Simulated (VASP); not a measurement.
Write the native input for VASP 6.6.1 that does the following.

| Property | Result |
| --- | --- |
| Task | electric field gradients |
| Functional | LDA |
| Potentials or basis | VASP PAW LDA potentials, release 64 (Si, C) |
| Cutoff | 520 eV |
| k mesh | 16 × 16 × 3 |
| Occupations | fermi-dirac, width 0.02 eV |
| Spin | no spin polarisation |
| Dipole correction | no |
| Further INCAR settings | ALGO = Normal; EDIFF = 1e-08; NBANDS = 36 |

The structure of SiC lies in POSCAR:

```
SiC
1.0
    1.5389000000     -2.6675000000      0.0000000000
    1.5389000000      2.6675000000      0.0000000000
    0.0000000000      0.0000000000     15.1219000000
Si C
6 6
Direct
    0.1666621203      0.8333378797      0.8577216708
    0.8333378797      0.1666621203      0.3577216708
    0.5001149745      0.4998850255      0.5245068537
    0.4998850255      0.5001149745      0.0245068537
    0.8334421551      0.1665578449      0.6912250794
    0.1665578449      0.8334421551      0.1912250794
    0.5001801525      0.4998198475      0.6498133106
    0.4998198475      0.5001801525      0.1498133106
    0.1666200557      0.8333799443      0.9826819003
    0.8333799443      0.1666200557      0.4826819003
    0.8333970490      0.1666029510      0.8161911851
    0.1666029510      0.8333970490      0.3161911851
```

These files were run (other wordings do the same):

INCAR

```
SYSTEM = SiC
PREC = Accurate
ENCUT = 520
EDIFF = 1E-8
ISMEAR = -1
SIGMA = 0.02
LREAL = .False.
LASPH = .True.
NELM = 60
ALGO = Normal
ISIF = 2
LWAVE = .False.
LCHARG = .False.
GGA = CA
LEFG = .True.
NBANDS = 36
```

KPOINTS

```
Automatic mesh
0
Gamma
  16 16 3
  0 0 0
```

Potentials or basis: VASP PAW LDA potentials, release 64 (Si, C).

Command:

```console
$ cat potpaw_LDA.64/Si/POTCAR potpaw_LDA.64/C/POTCAR > POTCAR
$ mpirun -np 1 vasp_std > vasp.out
```

Results of the run:

The pressure is -4.1 GPa and the largest force is 0.013 eV/Å. The band gap on the k mesh is 1.96 eV (least direct gap 3.07 eV) and the largest electric field gradient by atom is Si +2.1, -0.4, +2.5 (each value once); C +2.2, +0.6, +0.3 (each value once) V/Å².

Caveat: the cell stands under tension; without QUAD_EFG the Cq values of the log hold for a quadrupole moment of 1 mb, not for the nuclei.

Run time: 11 min on 1 thread of Oxide Virtual Turin-like Processor, on a shared host, peak memory 0.48 GiB.
